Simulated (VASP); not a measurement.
Wanted: the native input for a VASP 6.6.1 run.

```
Task                   : single point
Functional             : PBE
Dispersion             : D3(BJ)
Potentials or basis    : VASP PAW PBE potentials, release 64 (S)
Cutoff                 : 520 eV
k mesh                 : 24 × 24 × 1
Occupations            : gaussian, width 0.1 eV
Spin                   : no spin polarisation
Dipole correction      : yes
Further INCAR settings : ALGO = Normal; EDIFF = 1e-07; NBANDS = 13
```

The structure of S lies in POSCAR:

```
S
1.0
    2.3668699734      0.0000000000      0.0000000000
    0.0000000000      2.3353027704      0.0000000000
    0.0000000000      0.0000000000     30.7300000000
S
2
Direct
    0.5000000000      0.5000000000      0.2354069245
    0.0000000000      0.5000000000      0.3503399027
```

These files were run (other wordings do the same):

INCAR

```
SYSTEM = S
PREC     = Accurate       ! precision mode
ENCUT    = 520            ! plane-wave cutoff, eV
EDIFF    = 1E-7           ! SCF threshold, eV
ISMEAR   = 0              ! smearing method
SIGMA    = 0.1            ! smearing width, eV
LREAL    = .False.        ! projectors in reciprocal space
LASPH    = .True.         ! aspherical terms in the spheres
NELM     = 100            ! most SCF steps
ALGO     = Normal         ! electronic algorithm
ISIF     = 2              ! what is computed and relaxed
LWAVE    = .False.        ! write WAVECAR
LCHARG   = .False.        ! write CHGCAR
LDIPOL   = .True.       
IDIPOL   = 3            
DIPOL    = 0.5 0.5 0.293
GGA      = PE             ! functional
IVDW     = 12             ! dispersion correction
NBANDS   = 13             ! bands
```

KPOINTS

```
Automatic mesh
0
Gamma
  24 24 1
  0 0 0
```

Potentials or basis: VASP PAW PBE potentials, release 64 (S).

Launch:

```console
$ cat potpaw_PBE.64/S/POTCAR > POTCAR
$ mpirun -np 1 vasp_std > vasp.out
```

Results of the run:

* Band gap on the k mesh: zero (band 6 reaches 1.25 eV, above the bottom of band 7 at -4.60 eV)
* Dispersion energy per atom: -0.225 eV

Wall time 5.8 min on 1 thread of Intel(R) Xeon(R) Platinum 8375C CPU @ 2.90GHz (Ice Lake) (shared host), peak memory 0.47 GiB.
